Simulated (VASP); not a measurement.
# Ru (Fm-3m) in VASP: single point with r2SCAN

Aim: the single point of Ru with r2SCAN.

Everything below comes from runs of VASP 6.6.1. Logs are shortened: lines on timing, memory, paths and dates and some standing lists are left out, and cuts for length are marked.

**1. The cell of the first run**

It takes space group Fm-3m (No. 225, cubic). Conventional cell: a = 3.830 Å, b = 3.830 Å, c = 3.830 Å, α = 90.00°, β = 90.00°, γ = 90.00°. Within 3.6 Å of Ru (site symmetry m-3m) lie 12 Ru at 2.71 Å.

**2. Single point, r2SCAN**

The input, POSCAR:

```
Ru
1.0
    0.0000000000      1.9150000000      1.9150000000
    1.9150000000      0.0000000000      1.9150000000
    1.9150000000      1.9150000000      0.0000000000
Ru
1
Direct
    0.0000000000      0.0000000000      0.0000000000
```

The input, INCAR.step1:

```
ALGO     = Normal         # electronic algorithm
EDIFF    = 1E-5           # SCF threshold, eV
ENCUT    = 550            # plane-wave cutoff, eV
GGA      = PE             # functional
GGA_COMPAT= F            
ISMEAR   = 0              # smearing method
LASPH    = T              # aspherical terms in the spheres
LCHARG   = F              # write CHGCAR
LREAL    = F              # projectors in reciprocal space
LWAVE    = T              # write WAVECAR
NBANDS   = 13             # bands
NELM     = 120            # most SCF steps
PREC     = Accurate       # precision mode
SIGMA    = 0.15           # smearing width, eV
```

The input, INCAR.step2:

```
ALGO     = Normal         # electronic algorithm
EDIFF    = 1E-6           # SCF threshold, eV
ENCUT    = 550            # plane-wave cutoff, eV
GGA_COMPAT= F            
ISIF     = 2              # what is computed and relaxed
ISMEAR   = 0              # smearing method
ISTART   = 1            
LASPH    = T              # aspherical terms in the spheres
LCHARG   = F              # write CHGCAR
LMIXTAU  = T            
LREAL    = F              # projectors in reciprocal space
LWAVE    = F              # write WAVECAR
METAGGA  = R2SCAN         # meta-GGA
NBANDS   = 13             # bands
NELM     = 120            # most SCF steps
PREC     = Accurate       # precision mode
SIGMA    = 0.15           # smearing width, eV
```

The input, KPOINTS:

```
k-points
0
Gamma
  6 6 6
```

Potentials or basis: VASP PAW PBE potentials, release 64 (Ru_pv).

Launch:

```sh
$ cat potpaw_PBE.64/Ru_pv/POTCAR > POTCAR
$ cp INCAR.step1 INCAR
$ mpirun -np 1 vasp_std > vasp.out
$ cp INCAR.step2 INCAR
$ mpirun -np 1 vasp_std > vasp.out
```

OUTCAR:

```text
EDIFF = 1E-6
   ENCUT = 550
   ISIF = 2
   ISMEAR = 0
   ISTART = 1
   LASPH = T
   LREAL = F
   METAGGA = R2SCAN
   NELM = 120
   PREC = Accurate

 ion  position               nearest neighbor table
   1  0.000  0.000  0.000-

  LATTYP: Found a face centered cubic cell.
 ALAT       =     3.8300000000

  Lattice vectors:

 A1 = (   0.0000000000,   1.9150000000,   1.9150000000)
 A2 = (   1.9150000000,   0.0000000000,   1.9150000000)
 A3 = (   1.9150000000,   1.9150000000,   0.0000000000)

Analysis of symmetry for initial positions (statically):
=====================================================================
 Subroutine PRICEL returns:
 Original cell was already a primitive cell.

 Routine SETGRP: Setting up the symmetry group for a
 face centered cubic supercell.

 Subroutine GETGRP returns: Found 48 space group operations
 (whereof 48 operations were pure point group operations)
 out of a pool of 48 trial point group operations.

The static configuration has the point symmetry O_h .

Analysis of symmetry for dynamics (positions and initial velocities):
=====================================================================
 Subroutine PRICEL returns:
 Original cell was already a primitive cell.

 Routine SETGRP: Setting up the symmetry group for a
 face centered cubic supercell.

 Subroutine GETGRP returns: Found 48 space group operations
 (whereof 48 operations were pure point group operations)
 out of a pool of 48 trial point group operations.

The dynamic configuration has the point symmetry O_h .

 Subroutine INISYM returns: Found 48 space group operations
 (whereof 48 operations are pure point group operations),
 and found     1 'primitive' translations

----------------------------------------------------------------------------------------

                                     Primitive cell

  volume of cell :      14.0455

  direct lattice vectors                    reciprocal lattice vectors
     0.000000000  1.915000000  1.915000000    -0.261096606  0.261096606  0.261096606
     1.915000000  0.000000000  1.915000000     0.261096606 -0.261096606  0.261096606
     1.915000000  1.915000000  0.000000000     0.261096606  0.261096606 -0.261096606

  length of vectors
     2.708218972  2.708218972  2.708218972     0.452232587  0.452232587  0.452232587

  position of ions in fractional coordinates (direct lattice)
     0.000000000  0.000000000  0.000000000

  ion indices of the primitive-cell ions
   primitive index   ion index
                 1           1

----------------------------------------------------------------------------------------

 KPOINTS: k-points

Automatic generation of k-mesh.
 Grid dimensions read from file:
 generate k-points for:    6    6    6

 Generating k-lattice:

  Cartesian coordinates                     Fractional coordinates (reciprocal lattice)
    -0.043516101  0.043516101  0.043516101     0.166666667  0.000000000  0.000000000
     0.043516101 -0.043516101  0.043516101     0.000000000  0.166666667  0.000000000
     0.043516101  0.043516101 -0.043516101     0.000000000  0.000000000  0.166666667

  Length of vectors
     0.075372098  0.075372098  0.075372098

  Shift w.r.t. Gamma in fractional coordinates (k-lattice)
     0.000000000  0.000000000  0.000000000

 Subroutine IBZKPT returns following result:
 ===========================================

 Found     16 irreducible k-points:

 Following reciprocal coordinates:
            Coordinates               Weight
  0.000000  0.000000  0.000000      1.000000
  0.166667  0.000000  0.000000      8.000000
  0.333333  0.000000  0.000000      8.000000
  0.500000  0.000000  0.000000      4.000000
  0.166667  0.166667  0.000000      6.000000
  0.333333  0.166667  0.000000     24.000000
[... 8 lines left out ...]
 -0.333333  0.333333  0.166667     24.000000
 -0.333333  0.500000  0.166667     12.000000
   k-points           NKPTS =     16   k-points in BZ     NKDIM =     16   number of bands    NBANDS=     13
   number of dos      NEDOS =    301   number of ions     NIONS =      1
   total plane-waves  NPLWV =  13824
   dimension x,y,z NGX =    24 NGY =   24 NGZ =   24
   dimension x,y,z NGXF=    48 NGYF=   48 NGZF=   48
   ions per type =               1
   NGX,Y,Z   is equivalent  to a cutoff of  14.73, 14.73, 14.73 a.u.
   NGXF,Y,Z  is equivalent  to a cutoff of  29.47, 29.47, 29.47 a.u.
 SYSTEM =  unknown system
   PREC   = accura    normal or accurate (medium, high low for compatibility)
   ISTART =      1    job   : 0-new  1-cont  2-samecut
   ICHARG =      0    charge: 1-file 2-atom 10-const
   ISPIN  =      1    spin polarized calculation?
   LNONCOLLINEAR =      F non collinear calculations
   LSORBIT =      F    spin-orbit coupling
   LASPH  =      T    aspherical Exc in radial PAW
   ENCUT  =  550.0 eV  40.42 Ry    6.36 a.u.   5.18  5.18  5.18*2*pi/ulx,y,z
   NELM   =    120;   NELMIN=  2; NELMDL=  0     # of ELM steps
   EDIFF  = 0.1E-05   stopping-criterion for ELM
   LREAL  =      F    real-space projection
   EDIFFG = 0.1E-04   stopping-criterion for IOM
   NSW    =      0    number of steps for IOM
   IBRION =     -1    ionic relax: 0-MD 1-quasi-New 2-CG
   NFREE  =      0    steps in history (QN), initial steepest desc. (CG)
   ISIF   =      2    stress and relaxation
   ISYM   =      2    0-nonsym 1-usesym 2-fastsym
   POTIM  = 0.5000    time-step for ionic-motion
   TEBEG  =    0.0;   TEEND  =   0.0 temperature during run
   PSTRESS=    0.0 pullay stress
   NELECT =      14.0000    total number of electrons
   NUPDOWN=      -1.0000    fix difference up-down
   EMIN   =  10.00;   EMAX   =-10.00  energy-range for DOS
   EFERMI =   0.00;   METHOD = LEGACY
   ISMEAR =     0;   SIGMA  =   0.15  broadening in eV -4-tet -1-fermi 0-gaus
   EFERMI_NEDOS =   21; number of points for ismear=-14 and -15
   IALGO  =     38    algorithm
   IMIX   =      4    mixing-type and parameters
     AMIX     =   0.40;   BMIX     =  1.00
     AMIX_MAG =   1.60;   BMIX_MAG =  1.00
  volume/ion in A,a.u.               =      14.05        94.78
  Fermi-wavevector in a.u.,A,eV,Ry     =   1.635330  3.090326 36.386117  2.674304
  Thomas-Fermi vector in A             =   2.726821
   LORBIT       =      0    0 simple, 1 ext, 2 COOP (PROOUT), +10 PAW based schemes
   METAGGA = R2SCAN    functional components
   LHFCALC =     F    Hartree Fock is set to
   AEXX    =    0.0000 exact exchange contribution
   IVDW    =     0    specifies the selected vdW correction
   LEPSILON=     F    determine dielectric tensor
   LRPA    =     F    only Hartree local field effects (RPA)
 non-spin polarized calculation
 Gauss-broadening in eV      SIGMA  =   0.15
  energy-cutoff  :      550.00
  volume of cell :       14.05
 maximum number of plane-waves:       419
 NGX is ok and might be reduce to    24
   NGX = 11   NGY = 11   NGZ = 11

 number of electron      13.9999998 magnetization

 Free energy of the ion-electron system (eV)
  ---------------------------------------------------
  ext. energy  EPLUGINS =         0.00000000
  ---------------------------------------------------
  free energy    TOTEN  =       -25.22343213 eV

  energy without entropy =      -25.21073684  energy(sigma->0) =      -25.21708448

 E-fermi :  12.2440     XC(G=0): -15.1653

 val. band max:       12.1511680728   @ k =  -0.3333   0.5000   0.1667
 cond. band min:      12.2561345564   @ k =   0.1667   0.1667   0.0000
 fundamental gap:      0.1049664836
 Fermi energy:        12.2440161902

 k-point     1 :       0.0000    0.0000    0.0000
  band No.  band energies     occupation
      1     -31.7634      2.00000
      2     -31.7634      2.00000
      3     -31.7634      2.00000
      4       3.9716      2.00000
      5       9.4788      2.00000
      6       9.4788      2.00000
      7       9.4788      2.00000
      8      11.8496      1.99980
      9      11.8496      1.99980
     10      20.4841      0.00000
     11      27.7302      0.00000
     12      33.6780      0.00000
     13      33.6780      0.00000

 k-point     2 :       0.1667    0.0000    0.0000
  band No.  band energies     occupation
      1     -32.0297      2.00000
      2     -31.7983      2.00000
      3     -31.7983      2.00000
      4       5.0569      2.00000
      5       9.0514      2.00000
      6       9.8383      2.00000
      7       9.8383      2.00000
      8      11.7142      2.00000
      9      11.7142      2.00000
     10      20.4842      0.00000
     11      29.3144      0.00000
     12      30.0655      0.00000
     13      35.4746      0.00000

 k-point     3 :       0.3333    0.0000    0.0000
  band No.  band energies     occupation
      1     -32.5428      2.00000
      2     -31.8673      2.00000
      3     -31.8673      2.00000
      4       6.1112      2.00000
      5       9.6407      2.00000
      6       9.6407      2.00000
      7      10.4267      2.00000
      8      12.7465      0.00000
      9      12.7465      0.00000
     10      20.4842      0.00000
     11      25.5370      0.00000
     12      28.9100      0.00000
     13      36.5518      0.00000
[... 177 lines left out ...]
 k-point    15 :      -0.3333    0.3333    0.1667
  band No.  band energies     occupation
      1     -32.5615      2.00000
      2     -32.3055      2.00000
      3     -32.0498      2.00000
      4       7.6021      2.00000
      5       7.8447      2.00000
      6       9.1408      2.00000
      7      11.2876      2.00000
      8      13.5711      0.00000
      9      20.2060      0.00000
     10      20.4841      0.00000
     11      21.7682      0.00000
     12      27.7216      0.00000
     13      28.0774      0.00000

 k-point    16 :      -0.3333    0.5000    0.1667
  band No.  band energies     occupation
      1     -32.5831      2.00000
      2     -32.2869      2.00000
      3     -32.1447      2.00000
      4       6.6521      2.00000
      5       7.2343      2.00000
      6      10.3365      2.00000
      7      12.1512      1.61863
      8      14.2534      0.00000
      9      20.2797      0.00000
     10      20.4842      0.00000
     11      24.5524      0.00000
     12      24.5818      0.00000
     13      26.0975      0.00000

------------------------ aborting loop because EDIFF is reached ----------------------------------------

  FORCE on cell =-STRESS in cart. coord.  units (eV):
  Direction    XX          YY          ZZ          XY          YZ          ZX
  --------------------------------------------------------------------------------------
  -------------------------------------------------------------------------------------
  Total       -0.6712549     -0.6712549     -0.6712549     -0.0000000      0.0000000     -0.0000000
  in kB      -76.5705395    -76.5705395    -76.5705395     -0.0000000      0.0000000     -0.0000000
  external PRESSURE =     -76.5705395 kB  Pullay stress =       0.0000000 kB

 VOLUME and BASIS-vectors are now :
 -----------------------------------------------------------------------------
  energy-cutoff  :      550.00
  volume of cell :       14.05
      direct lattice vectors                 reciprocal lattice vectors
     0.000000000  1.915000000  1.915000000    -0.261096606  0.261096606  0.261096606
     1.915000000  0.000000000  1.915000000     0.261096606 -0.261096606  0.261096606
     1.915000000  1.915000000  0.000000000     0.261096606  0.261096606 -0.261096606

 POSITION                                       TOTAL-FORCE (eV/Angst)
 -----------------------------------------------------------------------------------
      0.00000      0.00000      0.00000         0.000000      0.000000      0.000000
 -----------------------------------------------------------------------------------
    total drift:                               -0.000000      0.000000      0.000000

  FREE ENERGIE OF THE ION-ELECTRON SYSTEM (eV)
  ---------------------------------------------------
  free  energy   TOTEN  =       -25.2234321324 eV

  energy  without entropy=      -25.2107368357  energy(sigma->0) =      -25.21708448
```

It took 15 s on 1 thread of AMD EPYC 9R45 (Zen 5), shared host; peak memory 0.11 GiB.

Results:

* Free energy: -25.2234 eV
* Pressure: -7.7 GPa
* Band gap on the k mesh: zero (band 7 reaches 14.25 eV, above the bottom of band 8 at 10.82 eV)

Levels at points of the mesh, in eV from the Fermi level:
```csv
k point,band 5,band 6,band 7,band 8,band 9,band 10
"(0.00, 0.00, 0.00)",-2.77,-2.77,-2.77,-0.39,-0.39,8.24
"(0.50, 0.00, 0.00)",-2.91,-2.91,0.85,1.48,1.48,8.24
"(0.50, 0.50, 0.00)",-6.12,1.40,2.01,2.01,3.47,8.24
```

Caveat: the k points lie up to 0.47 Å⁻¹ apart; the PAW data sets were made with another functional, which shifts forces and pressure a little.
